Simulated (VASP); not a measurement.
# SiC (an interface model) in VASP: notebook, part 2 of 2

VASP 6.6.1. The steps go on from the part before.

## 3. Single point, PBEsol

This run uses another cell than the first one, of 10.56 Å³/atom.

Contents of INCAR:

```
SYSTEM = SiC
PREC     = Accurate       ! precision mode
ENCUT    = 520            ! plane-wave cutoff, eV
EDIFF    = 1E-6           ! SCF threshold, eV
ISMEAR   = 0              ! smearing method
SIGMA    = 0.05           ! smearing width, eV
LREAL    = Auto         
LASPH    = .TRUE.         ! aspherical terms in the spheres
NELM     = 60             ! most SCF steps
ALGO     = Normal         ! electronic algorithm
ISIF     = 2              ! what is computed and relaxed
LWAVE    = .FALSE.        ! write WAVECAR
LCHARG   = .FALSE.        ! write CHGCAR
GGA      = PS             ! functional
NBANDS   = 66             ! bands
```

Contents of KPOINTS:

```
Automatic mesh
0
G
  10 4 3
  0 0 0
```

Contents of POSCAR:

```
SiC
1.0
    3.0807515540      0.0000000000      0.0000000000
    0.0000000000      7.5462693316      0.0000000000
    0.0000000000      0.0000000000     10.9061924903
Si C
12 12
Direct
    0.0000000000     -0.0154093650      0.0155868199
    0.0000000000      0.3113802811      0.3416068536
    0.0000000000      0.6446572986      0.1598775149
    0.5000000000     -0.0224003190      0.2613617339
    0.5000000000      0.3106001018      0.0986107576
    0.5000000000      0.6384098098      0.3979283197
    0.5000000000      0.7720093681      0.7567891518
    0.5000000000      0.1052863856      0.5750598130
    0.5000000000      0.4320760317      0.9010798467
    1.0000000000      0.7782568569      0.5187383469
    0.0000000000      0.1060665649      0.8180559091
    0.0000000000      0.4390669857      0.6553049328
    0.5000000000      0.7297478124      0.2397705930
    0.5000000000      0.0619708838      0.1002061317
    0.5000000000      0.3937410149      0.4263819947
    1.0000000000      0.7328281370     -0.0046314121
    0.0000000000      0.0602597046      0.3465822444
    0.0000000000      0.3960503077      0.1794981383
    1.0000000000      1.0229256518      0.4902846719
    0.0000000000      0.3546957828      0.8164605349
    0.0000000000      0.6869188542      0.6768960737
    0.5000000000      0.0206163590      0.7371685283
    0.5000000000      0.3564069621      0.5700844223
    0.5000000000      0.6838385297      0.9212980787
```

Potentials or basis: VASP PAW PBE potentials, release 64 (Si, C).

On the command line:

```sh
$ cat potpaw_PBE.64/Si/POTCAR potpaw_PBE.64/C/POTCAR > POTCAR
$ mpirun -np 1 vasp_std > vasp.out
```

OUTCAR:

```text
SYSTEM = SiC
   PREC = Accurate
   ENCUT = 520
   EDIFF = 1E-6
   ISMEAR = 0
   LREAL = Auto
   LASPH = .TRUE.
   NELM = 60
   ISIF = 2
   GGA = PS

 ion  position               nearest neighbor table
   1  0.000  0.985  0.016-  14 1.89  14 1.89  16 1.91  11 2.34   3 3.01   5 3.04   5 3.04   4 3.09
                             4 3.09
   2  0.000  0.311  0.342-  18 1.88  17 1.90  15 1.90  15 1.90   6 2.97   6 2.97   5 3.07   5 3.07
                             4 3.08   4 3.08
   3  0.000  0.645  0.160-  13 1.88  13 1.88  18 1.89  16 1.91   1 3.01   6 3.02   6 3.02   5 3.03
                             5 3.03   4 3.15   4 3.15
   4  0.500  0.978  0.261-  14 1.87  13 1.89  17 1.90  17 1.90   6 2.96   5 3.08   2 3.08   2 3.08
                             1 3.09   1 3.09   3 3.15   3 3.15
[... 1792 lines left out ...]

 VOLUME and BASIS-vectors are now :
 -----------------------------------------------------------------------------
  energy-cutoff  :      520.00
  volume of cell :      253.55
      direct lattice vectors                 reciprocal lattice vectors
     3.080751554  0.000000000  0.000000000     0.324596120  0.000000000  0.000000000
     0.000000000  7.546269332  0.000000000     0.000000000  0.132515811  0.000000000
     0.000000000  0.000000000 10.906192490     0.000000000  0.000000000  0.091691028

 POSITION                                       TOTAL-FORCE (eV/Angst)
 -----------------------------------------------------------------------------------
      0.00000      7.42999      0.16999         0.000000      0.002385     -0.002497
      0.00000      2.34976      3.72563         0.000000      0.003925     -0.007912
      0.00000      4.86476      1.74365         0.000000     -0.000317      0.001448
      1.54038      7.37723      2.85046         0.000000      0.000152     -0.001926
      1.54038      2.34387      1.07547         0.000000      0.000604     -0.002513
      1.54038      4.81761      4.33988         0.000000      0.000265     -0.002059
[... 16 lines left out ...]
      1.54038      2.68954      6.21745         0.000000      0.003677      0.011146
      1.54038      5.16043     10.04785         0.000000      0.008812      0.009122
 -----------------------------------------------------------------------------------
    total drift:                                0.000000     -0.000004     -0.000001

  FREE ENERGIE OF THE ION-ELECTRON SYSTEM (eV)
  ---------------------------------------------------
  free  energy   TOTEN  =      -184.1638639558 eV

  energy  without entropy=     -184.1594694821  energy(sigma->0) =     -184.16166672
```

stdout:

```text
POSCAR found type information on POSCAR SiC
 POSCAR found :  2 types and      24 ions
 scaLAPACK will be used
 -----------------------------------------------------------------------------
|                                                                             |
|                                                                             |
|     You enforced a specific xc type in the INCAR file but a different       |
|     I HOPE YOU KNOW WHAT YOU ARE DOING!                                     |
|                                                                             |
 -----------------------------------------------------------------------------

 LDA part: xc-table for (Slater+PW92), standard interpolation
 POSCAR, INCAR and KPOINTS ok, starting setup
 FFT: planning ... GRIDC
 FFT: planning ... GRID_SOFT
 FFT: planning ... GRID
 WAVECAR not read
 entering main loop
```

It took 6.9 min on 1 thread of Intel Xeon 6975P-C (Granite Rapids), shared host; peak memory 0.57 GiB.

What came out:

* Free energy: -184.1639 eV
* Pressure: 0.6 GPa
* Largest force: 0.013 eV/Å
* Band gap on the k mesh: zero (bands 48 and 49 overlap by 0.66 eV)

Forces in eV/Å, atoms in the order of the input:
```
Si   0.000  0.002 -0.002
Si   0.000  0.004 -0.008
Si   0.000  0.000  0.001
Si   0.000  0.000 -0.002
Si   0.000  0.001 -0.003
Si   0.000  0.000 -0.002
Si   0.000  0.000 -0.001
Si   0.000 -0.004  0.008
Si   0.000 -0.002  0.002
Si   0.000  0.000  0.002
Si   0.000 -0.001  0.003
Si   0.000  0.000  0.002
C    0.000  0.006  0.004
C    0.000 -0.002 -0.011
C    0.000 -0.004 -0.009
C    0.000 -0.009 -0.009
C    0.000 -0.004 -0.011
C    0.000  0.001  0.007
C    0.000  0.004  0.009
C    0.000  0.002  0.011
C    0.000 -0.006 -0.004
C    0.000 -0.001 -0.007
C    0.000  0.004  0.011
C    0.000  0.009  0.009
```

Caveat: the PAW data sets were made with another functional, which shifts forces and pressure a little.
